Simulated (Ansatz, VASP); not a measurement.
**NaCl in VASP and in Ansatz**

```xyz
2
Lattice="0.0000 2.7941 2.7941 2.7941 0.0000 2.7941 2.7941 2.7941 0.0000" Properties=species:S:1:pos:R:3 pbc="T T T"
Cl    2.7941    2.7941    2.7941
Na    0.0000    0.0000    0.0000
```

Alike in both runs: task relaxation of cell and atoms; functional PBEsol; dispersion D3(BJ); k mesh 8 × 8 × 8; occupations fermi-dirac, width 0.05 eV; no spin polarisation.

|  | VASP | Ansatz |
| --- | --- | --- |
| version | VASP 6.6.1 | Ansatz 0.2.0 |
| potentials or method | VASP PAW PBE potentials, release 64 (Cl, Na_pv) | Ansatz PAW |
| plane-wave cutoff (eV) | 600 | 420 |
| valence electrons in the cell | 14 | 16 |

VASP gave:

| Quantity | Value |
| --- | --- |
| gap on the k mesh at the Fermi level, each at its own relaxed structure (eV) | 5.22 |
| relaxed volume (Å³/atom) | 20.83 |
| relaxed length of the cell vector where the two differ most in proportion (Å) | 3.891 |

Problem. Estimate Ansatz's values.

Solution. gap on the k mesh at the Fermi level, each at its own relaxed structure (eV): 5.24; relaxed volume (Å³/atom): 20.75; relaxed length of the cell vector where the two differ most in proportion (Å): 3.886.

VASP's potentials were made for PBE, not for PBEsol. VASP's potentials hold 14 valence electrons a cell and Ansatz's 16, so a difference there can come from the potentials and not from the codes.

Noted on Ansatz's run: the plane-wave basis is chosen anew once the cell has moved, so the energies of steps on either side of that aren't comparable.
